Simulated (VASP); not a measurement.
# KCl (Fm-3m) in VASP: further runs, part 2 of 2

VASP 6.6.1. Earlier steps stand in the parts before.

## 5. Single point, PBE-based screened hybrid

The input, POSCAR:

```
KCl
1.0
    0.0000000000      3.1448483172      3.1448483172
    3.1448483172      0.0000000000      3.1448483172
    3.1448483172      3.1448483172      0.0000000000
K Cl
1 1
Direct
    0.0000000000      0.0000000000      0.0000000000
    0.5000000000      0.5000000000      0.5000000000
```

The input, INCAR.step1:

```
  ALGO = Normal
  EDIFF = 1E-5
  ENCUT = 520
  GGA = PE
  ISIF = 2
  ISMEAR = 0
  LASPH = True
  LCHARG = False
  LREAL = False
  LWAVE = True
  NBANDS = 15
  NELM = 60
  PREC = Accurate
  SIGMA = 0.01
```

The input, INCAR.step2:

```
  AEXX = 0.75
  ALGO = Normal
  EDIFF = 1E-6
  ENCUT = 520
  GGA = PE
  HFSCREEN = 0.5
  ISIF = 2
  ISMEAR = 0
  ISTART = 1
  LASPH = True
  LCHARG = False
  LHFCALC = True
  LREAL = False
  LWAVE = False
  NBANDS = 15
  NELM = 60
  PREC = Accurate
  PRECFOCK = Normal
  SIGMA = 0.01
```

The input, KPOINTS:

```
k-points
0
Gamma
  4 4 4
```

Potentials or basis: VASP PAW PBE potentials, release 64 (K_sv, Cl).

Run with:

```sh
cat potpaw_PBE.64/K_sv/POTCAR potpaw_PBE.64/Cl/POTCAR > POTCAR
cp INCAR.step1 INCAR
mpirun -np 1 vasp_std > vasp.out
cp INCAR.step2 INCAR
mpirun -np 1 vasp_std > vasp.out
```

OUTCAR:

```text
AEXX = 0.75
   EDIFF = 1E-6
   ENCUT = 520
   GGA = PE
   HFSCREEN = 0.5
   ISIF = 2
   ISMEAR = 0
   ISTART = 1
   LASPH = True
   LHFCALC = True
   LREAL = False
   NELM = 60
   PREC = Accurate
   PRECFOCK = Normal

 ion  position               nearest neighbor table
   1  0.000  0.000  0.000-   2 3.14   2 3.14   2 3.14   2 3.14   2 3.14   2 3.14
   2  0.500  0.500  0.500-   1 3.14   1 3.14   1 3.14   1 3.14   1 3.14   1 3.14

  LATTYP: Found a face centered cubic cell.
 ALAT       =     6.2896966344

  Lattice vectors:

 A1 = (   0.0000000000,   3.1448483172,   3.1448483172)
 A2 = (   3.1448483172,   0.0000000000,   3.1448483172)
 A3 = (   3.1448483172,   3.1448483172,   0.0000000000)

Analysis of symmetry for initial positions (statically):
=====================================================================
 Subroutine PRICEL returns:
 Original cell was already a primitive cell.

 Routine SETGRP: Setting up the symmetry group for a
 face centered cubic supercell.

 Subroutine GETGRP returns: Found 48 space group operations
[... 166 lines left out ...]
      1     -36.3161      2.00000
      2     -18.6004      2.00000
      3     -16.0084      2.00000
      4     -16.0084      2.00000
      5     -16.0084      2.00000
      6      -3.6143      2.00000
      7      -3.6143      2.00000
      8      -3.6143      2.00000
      9       3.6600      0.00000
     10       7.2170      0.00000
     11       7.2170      0.00000
     12       7.2170      0.00000
     13       8.3816      0.00000
     14       8.3816      0.00000
[... 113 lines left out ...]
      2     -18.5616      2.00000
      3     -16.1012      2.00000
      4     -16.1012      2.00000
      5     -15.9401      2.00000
      6      -4.1064      2.00000
      7      -4.0925      2.00000
      8      -4.0925      2.00000
      9       6.6802      0.00000
     10       6.6802      0.00000
     11       8.2668      0.00000
     12       9.0590      0.00000
     13      11.1384      0.00000
     14      11.4597      0.00000
     15      11.5033      0.00000

------------------------ aborting loop because EDIFF is reached ----------------------------------------

  FORCE on cell =-STRESS in cart. coord.  units (eV):
  Direction    XX          YY          ZZ          XY          YZ          ZX
  --------------------------------------------------------------------------------------
  -------------------------------------------------------------------------------------
  Total       -0.0191466     -0.0191466     -0.0191466      0.0000000      0.0000000     -0.0000000
  in kB       -0.4931441     -0.4931441     -0.4931441      0.0000000      0.0000000     -0.0000000
  external PRESSURE =      -0.4931441 kB  Pullay stress =       0.0000000 kB

 VOLUME and BASIS-vectors are now :
 -----------------------------------------------------------------------------
  energy-cutoff  :      520.00
  volume of cell :       62.21
      direct lattice vectors                 reciprocal lattice vectors
     0.000000000  3.144848317  3.144848317    -0.158990180  0.158990180  0.158990180
     3.144848317  0.000000000  3.144848317     0.158990180 -0.158990180  0.158990180
     3.144848317  3.144848317  0.000000000     0.158990180  0.158990180 -0.158990180

 POSITION                                       TOTAL-FORCE (eV/Angst)
 -----------------------------------------------------------------------------------
      0.00000      0.00000      0.00000         0.000000      0.000000      0.000000
      3.14485      3.14485      3.14485        -0.000000     -0.000000     -0.000000
 -----------------------------------------------------------------------------------
    total drift:                               -0.000000     -0.000000      0.000000

  FREE ENERGIE OF THE ION-ELECTRON SYSTEM (eV)
  ---------------------------------------------------
  free  energy   TOTEN  =        -8.7060537050 eV

  energy  without entropy=       -8.7060537050  energy(sigma->0) =       -8.70605370
```

OSZICAR.step1:

```text
N       E                     dE             d eps       ncg     rms          rms(c)
DAV:   1     0.994237283388E+02    0.99424E+02   -0.70663E+03   240   0.955E+02
DAV:   2    -0.750489595621E+00   -0.10017E+03   -0.92662E+02   311   0.233E+02
DAV:   3    -0.686898890487E+01   -0.61185E+01   -0.60838E+01   338   0.511E+01
DAV:   4    -0.709248463055E+01   -0.22350E+00   -0.22344E+00   389   0.863E+00
DAV:   5    -0.709425328945E+01   -0.17687E-02   -0.17686E-02   331   0.860E-01    0.334E+00
DAV:   6    -0.680402639768E+01    0.29023E+00   -0.42237E-01   296   0.327E+00    0.272E+00
DAV:   7    -0.678974203909E+01    0.14284E-01   -0.11443E-01   317   0.185E+00    0.158E+00
DAV:   8    -0.680201261457E+01   -0.12271E-01   -0.16891E-02   301   0.964E-01    0.204E-01
DAV:   9    -0.680253807185E+01   -0.52546E-03   -0.90065E-04   317   0.183E-01    0.104E-01
DAV:  10    -0.680319942044E+01   -0.66135E-03   -0.72738E-04   254   0.165E-01    0.252E-02
DAV:  11    -0.680320240504E+01   -0.29846E-05   -0.22205E-05   325   0.287E-02
   1 F= -.68032024E+01 E0= -.68032024E+01  d E =-.156401E-84
```

Run time: 8.7 min. Hardware: 1 thread of AMD EPYC 7R13 (Zen 3), shared host; peak memory 0.28 GiB.

Results:

| Property | Result |
| --- | --- |
| Free energy | -8.7061 eV |
| Pressure | 0.0 GPa |
| Band gap on the k mesh | 7.27 eV, direct |

Levels at points of the mesh, in eV from the valence-band top:
```csv
k point,band 5,band 6,band 7,band 8,band 9,band 10,band 11,band 12
"(0.00, 0.00, 0.00)",-12.39,0.00,0.00,0.00,7.27,10.83,10.83,10.83
"(0.50, 0.00, 0.00)",-12.20,-1.05,-0.32,-0.32,9.66,10.99,13.52,13.52
"(0.50, 0.50, 0.00)",-12.45,-0.67,-0.23,-0.23,8.69,10.69,12.33,13.24
```

Caveat: the k points lie up to 0.43 Å⁻¹ apart; the PAW data sets were made with another functional, which shifts forces and pressure a little.

## 6. Single point, HSE06

POSCAR is that of step 5.

The input, INCAR.step1:

```
PREC = Accurate ; ENCUT = 520
EDIFF = 1E-5 ; ISMEAR = 0
SIGMA = 0.01 ; LREAL = F
LASPH = T ; NELM = 60
ALGO = Normal ; ISIF = 2
LWAVE = T ; LCHARG = F
GGA = PE ; NBANDS = 15
```

The input, INCAR.step2:

```
PREC = Accurate ; ENCUT = 520
EDIFF = 1E-6 ; ISMEAR = 0
SIGMA = 0.01 ; LREAL = F
LASPH = T ; NELM = 60
ALGO = Normal ; ISIF = 2
LWAVE = F ; LCHARG = F
GGA = PE ; LHFCALC = T
HFSCREEN = 0.2079 ; PRECFOCK = Normal
ISTART = 1 ; NBANDS = 15
```

The input, KPOINTS:

```
Automatic mesh
0
Gamma
  4 4 4
```

Potentials or basis: VASP PAW PBE potentials, release 64 (K_sv, Cl).

Run with:

```sh
cat potpaw_PBE.64/K_sv/POTCAR potpaw_PBE.64/Cl/POTCAR > POTCAR
cp INCAR.step1 INCAR
mpirun -np 1 vasp_std > vasp.out
cp INCAR.step2 INCAR
mpirun -np 1 vasp_std > vasp.out
```

OUTCAR:

```text
PREC = Accurate
   ENCUT = 520
   EDIFF = 1E-6
   ISMEAR = 0
   LREAL = F
   LASPH = T
   NELM = 60
   ISIF = 2
   GGA = PE
   LHFCALC = T
   HFSCREEN = 0.2079
   PRECFOCK = Normal
   ISTART = 1

 ion  position               nearest neighbor table
   1  0.000  0.000  0.000-   2 3.14   2 3.14   2 3.14   2 3.14   2 3.14   2 3.14
   2  0.500  0.500  0.500-   1 3.14   1 3.14   1 3.14   1 3.14   1 3.14   1 3.14

  LATTYP: Found a face centered cubic cell.
 ALAT       =     6.2896966344

  Lattice vectors:

 A1 = (   0.0000000000,   3.1448483172,   3.1448483172)
 A2 = (   3.1448483172,   0.0000000000,   3.1448483172)
 A3 = (   3.1448483172,   3.1448483172,   0.0000000000)

Analysis of symmetry for initial positions (statically):
=====================================================================
 Subroutine PRICEL returns:
 Original cell was already a primitive cell.

 Routine SETGRP: Setting up the symmetry group for a
 face centered cubic supercell.

 Subroutine GETGRP returns: Found 48 space group operations
 (whereof 48 operations were pure point group operations)
 out of a pool of 48 trial point group operations.

The static configuration has the point symmetry O_h .

Analysis of symmetry for dynamics (positions and initial velocities):
=====================================================================
 Subroutine PRICEL returns:
 Original cell was already a primitive cell.

 Routine SETGRP: Setting up the symmetry group for a
 face centered cubic supercell.

 Subroutine GETGRP returns: Found 48 space group operations
 (whereof 48 operations were pure point group operations)
 out of a pool of 48 trial point group operations.

The dynamic configuration has the point symmetry O_h .

 Subroutine INISYM returns: Found 48 space group operations
 (whereof 48 operations are pure point group operations),
 and found     1 'primitive' translations

----------------------------------------------------------------------------------------

                                     Primitive cell

  volume of cell :      62.2055

  direct lattice vectors                    reciprocal lattice vectors
     0.000000000  3.144848317  3.144848317    -0.158990180  0.158990180  0.158990180
     3.144848317  0.000000000  3.144848317     0.158990180 -0.158990180  0.158990180
     3.144848317  3.144848317  0.000000000     0.158990180  0.158990180 -0.158990180

  length of vectors
     4.447487142  4.447487142  4.447487142     0.275379070  0.275379070  0.275379070

  position of ions in fractional coordinates (direct lattice)
     0.000000000  0.000000000  0.000000000
     0.500000000  0.500000000  0.500000000

  ion indices of the primitive-cell ions
   primitive index   ion index
                 1           1
                 2           2

----------------------------------------------------------------------------------------

 KPOINTS: Automatic mesh

Automatic generation of k-mesh.
[... 34 lines left out ...]
   dimension x,y,z NGX =    36 NGY =   36 NGZ =   36
   dimension x,y,z NGXF=    72 NGYF=   72 NGZF=   72
   ions per type =               1   1
   NGX,Y,Z   is equivalent  to a cutoff of  13.46, 13.46, 13.46 a.u.
   NGXF,Y,Z  is equivalent  to a cutoff of  26.91, 26.91, 26.91 a.u.
 SYSTEM =  unknown system
   PREC   = accura    normal or accurate (medium, high low for compatibility)
   ISTART =      1    job   : 0-new  1-cont  2-samecut
   ICHARG =      0    charge: 1-file 2-atom 10-const
   ISPIN  =      1    spin polarized calculation?
   LNONCOLLINEAR =      F non collinear calculations
   LSORBIT =      F    spin-orbit coupling
   LASPH  =      T    aspherical Exc in radial PAW
   ENCUT  =  520.0 eV  38.22 Ry    6.18 a.u.   8.27  8.27  8.27*2*pi/ulx,y,z
   NELM   =     60;   NELMIN=  2; NELMDL=  0     # of ELM steps
   EDIFF  = 0.1E-05   stopping-criterion for ELM
   LREAL  =      F    real-space projection
   EDIFFG = 0.1E-04   stopping-criterion for IOM
   NSW    =      0    number of steps for IOM
   IBRION =     -1    ionic relax: 0-MD 1-quasi-New 2-CG
   NFREE  =      0    steps in history (QN), initial steepest desc. (CG)
   ISIF   =      2    stress and relaxation
   ISYM   =      3    0-nonsym 1-usesym 2-fastsym
   POTIM  = 0.5000    time-step for ionic-motion
   TEBEG  =    0.0;   TEEND  =   0.0 temperature during run
   PSTRESS=    0.0 pullay stress
   NELECT =      16.0000    total number of electrons
   NUPDOWN=      -1.0000    fix difference up-down
   EMIN   =  10.00;   EMAX   =-10.00  energy-range for DOS
   EFERMI =   0.00;   METHOD = LEGACY
   ISMEAR =     0;   SIGMA  =   0.01  broadening in eV -4-tet -1-fermi 0-gaus
   EFERMI_NEDOS =   21; number of points for ismear=-14 and -15
   IALGO  =     38    algorithm
   IMIX   =      1    mixing-type and parameters
     AMIX     =   0.40;   BMIX     =  1.00
     AMIX_MAG =   1.60;   BMIX_MAG =  1.00
  volume/ion in A,a.u.               =      31.10       209.89
  Fermi-wavevector in a.u.,A,eV,Ry     =   1.041130  1.967451 14.748069  1.083952
  Thomas-Fermi vector in A             =   2.175737
   LORBIT       =      0    0 simple, 1 ext, 2 COOP (PROOUT), +10 PAW based schemes
   GGA     = PE    functional components
   LHFCALC =     T    Hartree Fock is set to
   PRECFOCK=normal    Normal, Fast or Accurate (Low or Medium for compatibility)
   ENCUT4O =  -1.0   cutoff for four orbital integrals eV
   NKREDX  =     1    reduce k-point grid by
   NKREDY  =     1    reduce k-point grid by
   NKREDZ  =     1    reduce k-point grid by
   AEXX    =    0.2500 exact exchange contribution
   HFSCREEN=    0.2079 screening length (either q_TF or 0.3 A-1)
   HFSCREENC=   0.2079 screening length for correlation (either q_TF or 0.3 A-1)
   ENCUTFOCK=  -1.0 apply spherical cutoff to Coloumb kernel
   IVDW    =     0    specifies the selected vdW correction
   LEPSILON=     F    determine dielectric tensor
   LRPA    =     F    only Hartree local field effects (RPA)
 non-spin polarized calculation
 Gauss-broadening in eV      SIGMA  =   0.01
  energy-cutoff  :      520.00
  volume of cell :       62.21
 maximum number of plane-waves:      1700
 NGX is ok and might be reduce to    36
  NGX = 28; NGY = 28; NGZ = 28

 number of electron      16.0000001 magnetization

 Free energy of the ion-electron system (eV)
  ---------------------------------------------------
  ext. energy  EPLUGINS =         0.00000000
  ---------------------------------------------------
  free energy    TOTEN  =        -7.86502570 eV

  energy without entropy =       -7.86502570  energy(sigma->0) =       -7.86502570

 E-fermi :  -2.7767     XC(G=0):  -6.3141

 val. band max:       -2.8250434592   @ k =   0.0000   0.0000   0.0000
 cond. band min:       3.6765923200   @ k =   0.0000   0.0000   0.0000
 fundamental gap:      6.5016357792
 Fermi energy:        -2.7766967828

 k-point     1 :       0.0000    0.0000    0.0000
  band No.  band energies     occupation
      1     -32.0823      2.00000
      2     -16.0899      2.00000
      3     -14.1908      2.00000
      4     -14.1908      2.00000
      5     -14.1908      2.00000
      6      -2.8250      2.00000
      7      -2.8250      2.00000
      8      -2.8250      2.00000
      9       3.6766      0.00000
     10       7.0908      0.00000
     11       7.0908      0.00000
     12       7.0908      0.00000
     13       8.0991      0.00000
     14       8.0991      0.00000
[... 113 lines left out ...]
      2     -16.0640      2.00000
      3     -14.2930      2.00000
      4     -14.2930      2.00000
      5     -14.1079      2.00000
      6      -3.3343      2.00000
      7      -3.3269      2.00000
      8      -3.3269      2.00000
      9       6.6389      0.00000
     10       6.6389      0.00000
     11       8.1666      0.00000
     12       8.7515      0.00000
     13      10.8472      0.00000
     14      10.8505      0.00000
     15      10.8806      0.00000

------------------------ aborting loop because EDIFF is reached ----------------------------------------

  FORCE on cell =-STRESS in cart. coord.  units (eV):
  Direction    XX          YY          ZZ          XY          YZ          ZX
  --------------------------------------------------------------------------------------
  -------------------------------------------------------------------------------------
  Total        0.2001298      0.2001298      0.2001298     -0.0000000      0.0000000      0.0000000
  in kB        5.1545793      5.1545793      5.1545793     -0.0000000      0.0000000      0.0000000
  external PRESSURE =       5.1545793 kB  Pullay stress =       0.0000000 kB

 VOLUME and BASIS-vectors are now :
 -----------------------------------------------------------------------------
  energy-cutoff  :      520.00
  volume of cell :       62.21
      direct lattice vectors                 reciprocal lattice vectors
     0.000000000  3.144848317  3.144848317    -0.158990180  0.158990180  0.158990180
     3.144848317  0.000000000  3.144848317     0.158990180 -0.158990180  0.158990180
     3.144848317  3.144848317  0.000000000     0.158990180  0.158990180 -0.158990180

 POSITION                                       TOTAL-FORCE (eV/Angst)
 -----------------------------------------------------------------------------------
      0.00000      0.00000      0.00000        -0.000000      0.000000     -0.000000
      3.14485      3.14485      3.14485         0.000000      0.000000      0.000000
 -----------------------------------------------------------------------------------
    total drift:                               -0.000000     -0.000000     -0.000000

  FREE ENERGIE OF THE ION-ELECTRON SYSTEM (eV)
  ---------------------------------------------------
  free  energy   TOTEN  =        -7.8650257014 eV

  energy  without entropy=       -7.8650257014  energy(sigma->0) =       -7.86502570
```

OUTCAR.step1:

```text
PREC = Accurate
   ENCUT = 520
   EDIFF = 1E-5
   ISMEAR = 0
   LREAL = F
   LASPH = T
[... 346 lines left out ...]
 -----------------------------------------------------------------------------------
      0.00000      0.00000      0.00000         0.000000      0.000000      0.000000
      3.14485      3.14485      3.14485        -0.000000     -0.000000     -0.000000
 -----------------------------------------------------------------------------------
    total drift:                                0.000000      0.000000      0.000000

  FREE ENERGIE OF THE ION-ELECTRON SYSTEM (eV)
  ---------------------------------------------------
  free  energy   TOTEN  =        -6.8032024050 eV

  energy  without entropy=       -6.8032024050  energy(sigma->0) =       -6.80320241
```

Wall time 7.5 min (1 thread of AMD EPYC 7R13 (Zen 3), shared host); peak memory 0.28 GiB.

Results:

| Property | Result |
| --- | --- |
| Free energy | -7.8650 eV |
| Pressure | 0.5 GPa |
| Band gap on the k mesh | 6.50 eV, direct |

Caveat: the k points lie up to 0.43 Å⁻¹ apart; the PAW data sets were made with another functional, which shifts forces and pressure a little.

## 7. Summary

| level | k mesh | grid for exact exchange (PRECFOCK) | screening parameter | share of exact exchange | gap on the mesh (eV) | pressure (GPa) |
| --- | --- | --- | --- | --- | --- | --- |
| PBEsol | 6 × 6 × 6 | - | - | - | 5.03 | -0.3 |
| HSE06 | 4 × 4 × 4 | Normal | 0.2079 1/Å | - | 6.50 | 0.5 |
| PBE-based screened hybrid | 4 × 4 × 4 | Normal | 0.5 1/Å | 0.2 | 5.74 | 0.6 |
| PBE-based screened hybrid | 4 × 4 × 4 | Normal | 0.5 1/Å | 0.75 | 7.27 | 0.0 |

Alike in all rows: task single point; potentials or basis VASP PAW PBE potentials, release 64 (K_sv, Cl); no spin polarisation; cell as given; cutoff (eV) 520; smearing gaussian 0.01 eV.

Caveats: some runs use coarse meshes; the PAW data sets were made with another functional, which shifts forces and pressure a little.

Total energies depend on the potentials used, so only differences within one code and one set of settings carry meaning.
